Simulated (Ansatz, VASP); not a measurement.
## Two plane-wave programs on Pb

Contents of INCAR:

```
SYSTEM = Pb
  PREC = Accurate
  ENCUT = 600
  EDIFF = 1E-7
  ISMEAR = -1
  SIGMA = 0.05
  LREAL = .FALSE.
  LASPH = .TRUE.
  NELM = 100
  ALGO = Fast
  ISIF = 3
  LWAVE = .FALSE.
  LCHARG = .FALSE.
  GGA = B5
  ALDAX = 1.0
  AGGAX = 1.0
  AGGAC = 1.0
  ALDAC = 0.0
  IBRION = 2
  NSW = 60
  EDIFFG = -0.01
```

File KPOINTS:

```
Automatic mesh
0
G
  9 9 9
  0 0 0
```

The input POSCAR:

```
Pb
1.0
   -1.9796595667      1.9796595667      1.9796595667
    1.9796595667     -1.9796595667      1.9796595667
    1.9796595667      1.9796595667     -1.9796595667
Pb
1
Direct
    0.0000000000      0.0000000000      0.0000000000
```

File input.yaml:

```yaml
crystal:
  lattice:
    - [-1.9796595667, 1.9796595667, 1.9796595667]
    - [1.9796595667, -1.9796595667, 1.9796595667]
    - [1.9796595667, 1.9796595667, -1.9796595667]
  atoms:
    - { symbol: Pb, position: [0.0, 0.0, 0.0] }
hamiltonian:
  xc: blyp
  pseudopotentials: { kind: paw }
kpoints:
  mp_grid: { grid: [9, 9, 9] }
scf:
  occupations: { method: fermi_dirac, width: 0.05 }
output:
  forces: true
  stress: true
  eigenvalues: true
  write_density: true
  write_potential: true
  elf: true
  volumetric_format: npy
relax:
  f_tol: 0.01
  max_steps: 40
  cell: { stress_tol: 0.05 }
```

Alike in both runs: task relaxation of cell and atoms; functional BLYP; k mesh 9 × 9 × 9; occupations fermi-dirac, width 0.05 eV; no spin polarisation.

|  | VASP | Ansatz |
| --- | --- | --- |
| version | VASP 6.6.1 | Ansatz 0.2.0 |
| potentials or method | VASP PAW PBE potentials, release 64 (Pb_d) | Ansatz PAW |
| plane-wave cutoff (eV) | 600 | 420 |
| valence electrons in the cell | 14 | 14 |

|  | VASP | Ansatz | Ansatz less VASP |
| --- | --- | --- | --- |
| gap on the k mesh at the Fermi level, each at its own relaxed structure (eV) | none | none | - |
| relaxed volume (Å³/atom) | 35.03 | 34.99 | -0.039 |
| relaxed cell length with the largest relative difference (Å) | 3.570 | 3.569 | -0.0013 |

VASP's potentials were made for PBE, not for BLYP. A gap of «none» marks a metal or a gap that the smearing closes.

Spin-orbit coupling is off throughout. Noted on Ansatz's run: the plane-wave basis is chosen anew once the cell has moved, so the energies of steps on either side of that aren't comparable.
